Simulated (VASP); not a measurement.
Hf2Zr, 3 atoms in the cell. It takes space group I4/mmm (No. 139, tetragonal). The conventional cell has a = 3.760 Å, b = 3.760 Å, c = 9.563 Å, α = 90.00°, β = 90.00°, γ = 90.00°. Zr (site symmetry 4/mmm) has 10 Hf at 3.10 to 3.18 Å and 4 Zr at 3.76 Å within 4.1 Å. Hf (site symmetry 4mm) has 9 Hf at 3.09 to 3.76 Å and 5 Zr at 3.10 to 3.18 Å within 4.1 Å. 

* Program: VASP 6.6.1
* Task: single point
* Functional: PBE
* Potentials or basis: VASP PAW PBE potentials, release 64 (Zr_sv, Hf_pv)
* Cutoff: 520 eV
* k mesh: 18 × 18 × 18
* Occupations: gaussian, width 0.1 eV
* Spin: no spin polarisation
* Dipole correction: no
* Further INCAR settings: ALGO = Fast; EDIFF = 1e-06; NBANDS = 23

Potentials or basis: VASP PAW PBE potentials, release 64 (Zr_sv, Hf_pv).

Launch:

```bash
$ cat potpaw_PBE.64/Zr_sv/POTCAR potpaw_PBE.64/Hf_pv/POTCAR > POTCAR
$ mpirun -np 1 vasp_std > vasp.out
```

Hardware: 1 thread of Intel(R) Xeon(R) Platinum 8559C (Emerald Rapids) (shared host).

Task: Estimate the wall time of this run.

Result: Run time: 21 min on 1 thread of Intel(R) Xeon(R) Platinum 8559C (Emerald Rapids), on a shared host, peak memory 0.82 GiB. Counts: scf iterations 22, k points 480.
